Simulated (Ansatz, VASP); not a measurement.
## WS2 in VASP and in Ansatz

File INCAR:

```
PREC     = Accurate       # precision mode
ENCUT    = 500            # plane-wave cutoff, eV
EDIFF    = 1E-7           # SCF threshold, eV
ISMEAR   = 0              # smearing method
SIGMA    = 0.02           # smearing width, eV
LREAL    = False          # projectors in reciprocal space
LASPH    = True           # aspherical terms in the spheres
NELM     = 120            # most SCF steps
ALGO     = Normal         # electronic algorithm
ISIF     = 3              # what is computed and relaxed
LWAVE    = False          # write WAVECAR
LCHARG   = False          # write CHGCAR
IBRION   = 2              # ionic algorithm
NSW      = 100            # ionic steps
EDIFFG   = -0.005         # ionic threshold
GGA_COMPAT= False        
NELMIN   = 4
```

Contents of KPOINTS:

```
regular mesh
0
Gamma
  12 12 4
```

The input POSCAR:

```
WS2
1.0
    3.1267849885      0.0000000028      0.0000000000
   -1.5633924967      2.7078752308      0.0000000000
    0.0000000000      0.0000000000     12.1627005541
W S
2 4
Direct
    0.3333333333      0.6666666667      0.2500000000
    0.6666666667      0.3333333333      0.7500000000
    0.3333333333      0.6666666667      0.6215753880
    0.6666666667      0.3333333333      0.1215753880
    0.3333333333      0.6666666667      0.8784246120
    0.6666666667      0.3333333333      0.3784246120
```

Input for Ansatz:

```yaml
crystal:
  lattice:
    - [3.1267849872, 2.8e-09, 0.0]
    - [-1.563392496, 2.7078752296, 0.0]
    - [0.0, 0.0, 12.1627004857]
  atoms:
    - { symbol: W, position: [0.3333333333, 0.6666666667, 0.25] }
    - { symbol: W, position: [0.6666666667, 0.3333333333, 0.75] }
    - { symbol: S, position: [0.3333333333, 0.6666666667, 0.6215753873] }
    - { symbol: S, position: [0.6666666667, 0.3333333333, 0.1215753873] }
    - { symbol: S, position: [0.3333333333, 0.6666666667, 0.8784246127] }
    - { symbol: S, position: [0.6666666667, 0.3333333333, 0.3784246127] }
basis:
  ecutwfc: 420
kpoints:
  mp_grid: { grid: [12, 12, 4] }
hamiltonian:
  xc: lda
scf:
  occupations: { method: gaussian, width: 0.02 }
output:
  forces: true
  stress: true
  eigenvalues: true
relax:
  adjacent_minimum: "off"
  f_tol: 0.005
  max_steps: 80
  cell: { stress_tol: 0.05 }
```

Alike in both runs: task relaxation of cell and atoms; functional LDA; k mesh 12 × 12 × 4; occupations gaussian, width 0.02 eV; no spin polarisation.

|  | VASP | Ansatz |
| --- | --- | --- |
| version | VASP 6.6.1 | Ansatz 0.2.0 |
| potentials or method | VASP PAW LDA potentials, release 64 (W_sv, S), cutoff 500 eV | scalar-relativistic, plane waves, PAW |
| valence electrons in the cell | 52 | 52 |

Ansatz gave:

* gap on the k mesh at the Fermi level, each at its own relaxed structure (eV): 0.84
* relaxed volume (Å³/atom): 17.16
* relaxed cell length with the largest relative difference (Å): 12.163

Problem. Which values does VASP return?

Solution. gap on the k mesh at the Fermi level, each at its own relaxed structure (eV): 0.84; relaxed volume (Å³/atom): 17.17; relaxed cell length with the largest relative difference (Å): 12.145.

LDA's correlation is that of Perdew and Zunger in VASP and of Perdew and Wang (1992) in Ansatz.

Spin-orbit coupling is off throughout.
